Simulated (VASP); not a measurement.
Set up this calculation in VASP 6.6.1, as the native input.

```yaml
Task: single point
Functional: PBE
Potentials_or_basis: VASP PAW PBE potentials, release 64 (Bi_d, Te)
Cutoff: 520 eV
k_mesh: 1 × 1 × 1
Occupations: gaussian, width 0.1 eV
Spin: no spin polarisation
Dipole_correction: no
Further_INCAR_settings: ALGO = Normal; EDIFF = 1e-07; NBANDS = 18
```

The structure of BiTe lies in POSCAR:

```
BiTe
1.0
    0.0000000000      3.2350000000      3.2350000000
    3.2350000000      0.0000000000      3.2350000000
    3.2350000000      3.2350000000      0.0000000000
Bi Te
1 1
Direct
    0.0000000000      0.0000000000      0.0000000000
    0.5000000000      0.5000000000      0.5000000000
```

The input as run:

INCAR

```
PREC     = Accurate       # precision mode
ENCUT    = 520            # plane-wave cutoff, eV
EDIFF    = 1E-7           # SCF threshold, eV
ISMEAR   = 0              # smearing method
SIGMA    = 0.1            # smearing width, eV
LREAL    = F              # projectors in reciprocal space
LASPH    = T              # aspherical terms in the spheres
NELM     = 80             # most SCF steps
ALGO     = Normal         # electronic algorithm
ISIF     = 2              # what is computed and relaxed
LWAVE    = F              # write WAVECAR
LCHARG   = T              # write CHGCAR
GGA      = PE             # functional
LELF     = T              # ELF
LVHAR    = T            
NBANDS   = 18             # bands
```

KPOINTS

```
regular mesh
0
Gamma
  1 1 1
```

Potentials or basis: VASP PAW PBE potentials, release 64 (Bi_d, Te).

Launch:

```console
$ cat potpaw_PBE.64/Bi_d/POTCAR potpaw_PBE.64/Te/POTCAR > POTCAR
$ mpirun -np 1 vasp_gam > vasp.out
```

It gave:

| Quantity | Value |
| --- | --- |
| Pressure | 30.9 GPa |
| Band gap on the k mesh | zero (an odd number of electrons rules out a gap without spin polarisation) |

Caveat: the k points lie up to 1.68 Å⁻¹ apart, too coarse for converged energies and pressures of a metal; spin-orbit coupling is left out, which moves the levels of the heavy elements.

Run time: 12 s on 1 thread of AMD EPYC 7R13, with other jobs on the host, peak memory 0.16 GiB.
